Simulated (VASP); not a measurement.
Runs of VASP 6.6.1 on BeS. The structure is that of space group F-43m (No. 216), or close to it. The cells are those of the table. 

```tsv
task	level	potentials or basis	cell	k mesh	cutoff (eV)	smearing	grid for exact exchange (PRECFOCK)	screening parameter	gap on the mesh (eV)	pressure (GPa)	relaxed volume (Å³/atom)
single point	r2SCAN	VASP PAW PBE potentials, release 64 (Be, S)	a = 3.443 Å, angles 60.0°, 2 atoms	10 × 10 × 10	520	gaussian 0.01 eV	-	-	3.60	0.3	-
single point	PBE	VASP PAW PBE potentials, release 64 (Be, S)	a = 3.448 Å, angles 60.0°, 2 atoms	8 × 8 × 8	520	fermi-dirac 0.02 eV	-	-	3.15	0.0	-
dielectric tensor	PBE	VASP PAW PBE potentials, release 64 (Be, S)	a = 3.443 Å, angles 60.0°, 2 atoms	8 × 8 × 8	520	gaussian 0.01 eV	-	-	3.14	-	-
relaxation of cell and atoms	PBE	VASP PAW PBE potentials, release 64 (Be, S)	relaxed from a = 3.429 Å, angles 60.0°, 2 atoms	8 × 8 × 8	600	fermi-dirac 0.02 eV	-	-	3.15	0.0	14.50
single point	LDA	VASP PAW LDA potentials, release 64 (Be, S)	a = 3.443 Å, angles 60.0°, 2 atoms	10 × 10 × 10	520	gaussian 0.01 eV	-	-	(b)	(a)	-
relaxation of cell and atoms	HSE06	VASP PAW PBE potentials, release 64 (Be, S)	relaxed from a = 3.443 Å, angles 60.0°, 2 atoms	6 × 6 × 6	600	fermi-dirac 0.02 eV	Normal	0.2079 1/Å	4.05	0.0	14.27
relaxation of cell and atoms	r2SCAN	VASP PAW PBE potentials, release 64 (Be, S)	relaxed from a = 3.448 Å, angles 60.0°, 2 atoms	8 × 8 × 8	600	fermi-dirac 0.02 eV	-	-	3.60	0.0	14.46
single point	r2SCAN	VASP PAW PBE potentials, release 64 (Be, S)	a = 3.443 Å, angles 60.0°, 2 atoms	8 × 8 × 8	520	fermi-dirac 0.02 eV	-	-	3.60	0.3	-
```

Alike in all rows: no spin polarisation.

Problem. Fill in the values left out.

Solution. (a) -4.2; (b) 2.93.

Caveats: the PAW data sets were made with another functional, which shifts forces and pressure a little (some runs).

A k mesh can miss the band edges.
